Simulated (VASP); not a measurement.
Crystal: LiF.

```xyz
2
Lattice="2.6604 0.0000 0.0000 0.0000 2.6604 0.0000 0.0000 0.0000 2.5163" Properties=species:S:1:pos:R:3 pbc="T T T"
Li    0.0000    0.0000    0.0000
F     1.3302    1.3302    1.2581
```

This cell differs from its parent crystal: biaxial xy strain +5.7%.

Base run:

| Item | Value |
| --- | --- |
| Program | VASP 6.6.1 |
| Functional | r2SCAN |
| Potentials or basis | VASP PAW PBE potentials, release 64 (Li_sv, F) |
| Cutoff | 520 eV |
| k mesh | 10 × 10 × 10 |
| Occupations | gaussian, width 0.01 eV |
| Spin | no spin polarisation |

Its results: band gap on the k mesh 7.81 eV, indirect (least direct gap 8.31 eV).

**Question.** The run is repeated on the same cell with these changes: functional from r2SCAN to PBE; occupations from gaussian, width 0.01 eV to fermi-dirac, width 0.02 eV. What comes out?

**Answer.** Band gap on the k mesh 6.75 eV, indirect (least direct gap 7.23 eV).

A k mesh can miss the band edges.
